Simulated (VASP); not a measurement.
Crystal: KF.

```
K F
1.0
     3.25895    0.00000    0.00000
     0.00000    3.25895    0.00000
     0.00000    0.00000    3.25895
K F
1 1
Direct
  0.00000 0.00000 0.00000
  0.50000 0.50000 0.50000
```

Program: VASP 6.6.1. Alike in all runs: task single point; cell as given; k mesh 8 × 8 × 8; cutoff (eV) 520.

Problem. Order these runs on this cell by their pressure, lowest first.
A. level r2SCAN; potentials or basis VASP PAW PBE potentials, release 64 (K_sv, F); spin off; smearing tetrahedron
B. level PBE; potentials or basis VASP PAW PBE potentials, release 64 (K_sv, F); spin off; smearing fermi-dirac 0.05 eV
C. level LDA; potentials or basis VASP PAW LDA potentials, release 64 (K_sv, F); spin collinear, ferromagnetic start; smearing gaussian 0.02 eV

Solution. C (-5.7 GPa), A (-2.7 GPa), B (0.0 GPa).

Caveats: the PAW data sets were made with another functional, which shifts forces and pressure a little (some runs).
